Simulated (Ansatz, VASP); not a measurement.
## InAs in VASP and in Ansatz

File INCAR:

```
SYSTEM = InAs
PREC = Accurate
ENCUT = 520
EDIFF = 1E-6
ISMEAR = 0
SIGMA = 0.15
LREAL = .FALSE.
LASPH = .TRUE.
NELM = 60
ALGO = Normal
ISIF = 2
LWAVE = .FALSE.
LCHARG = .FALSE.
GGA = PS
NBANDS = 16
```

The input KPOINTS:

```
regular mesh
0
G
  18 18 18
  0 0 0
```

Contents of POSCAR:

```
InAs
1.0
    0.0000000000      3.0525811656      2.6003469188
    3.0525811656      0.0000000000      2.6003469188
    3.0525811656      3.0525811656      0.0000000000
In As
1 1
Direct
    0.5000000000      0.5000000000      0.5000000000
    0.0000000000      0.0000000000      0.0000000000
```

Input for Ansatz:

```yaml
crystal:
  lattice:
    - [0.0, 3.0525811656, 2.6003469188]
    - [3.0525811656, 0.0, 2.6003469188]
    - [3.0525811656, 3.0525811656, 0.0]
  atoms:
    - { symbol: In, position: [0.5, 0.5, 0.5] }
    - { symbol: As, position: [0.0, 0.0, 0.0] }
basis:
  ecutwfc: 420
kpoints:
  mp_grid: { grid: [18, 18, 18] }
hamiltonian:
  xc: pbesol
scf:
  occupations: { method: gaussian, width: 0.15 }
output:
  forces: true
  stress: true
  eigenvalues: true
```

Change from the starting cell: strain +0.080 along x and y, -0.080 along z, atoms carried along.

Alike in both runs: task single point; functional PBEsol; k mesh 18 × 18 × 18; occupations gaussian, width 0.15 eV; no spin polarisation.

```csv
,VASP,Ansatz
version,VASP 6.6.1,Ansatz 0.2.0
potentials or method,"VASP PAW PBE potentials, release 64 (In_d, As), cutoff 520 eV","scalar-relativistic, plane waves, PAW"
valence electrons in the cell,18,28
```

|  | VASP | Ansatz | Ansatz less VASP |
| --- | --- | --- | --- |
| gap on the k mesh at the Fermi level (eV) | none | none | - |
| pressure (GPa) | -0.7 | -0.8 | -0.10 |
| traceless stress, the component that is largest in VASP (GPa) | 12.22 | 12.14 | -0.080 |

VASP's potentials were made for PBE, not for PBEsol. A gap of «none» marks a metal or a gap that the smearing closes. The functional is the same, so the differences come from potentials, cutoffs and numerics. VASP's potentials hold 18 valence electrons a cell and Ansatz's 28, so a difference there can come from the potentials and not from the codes.
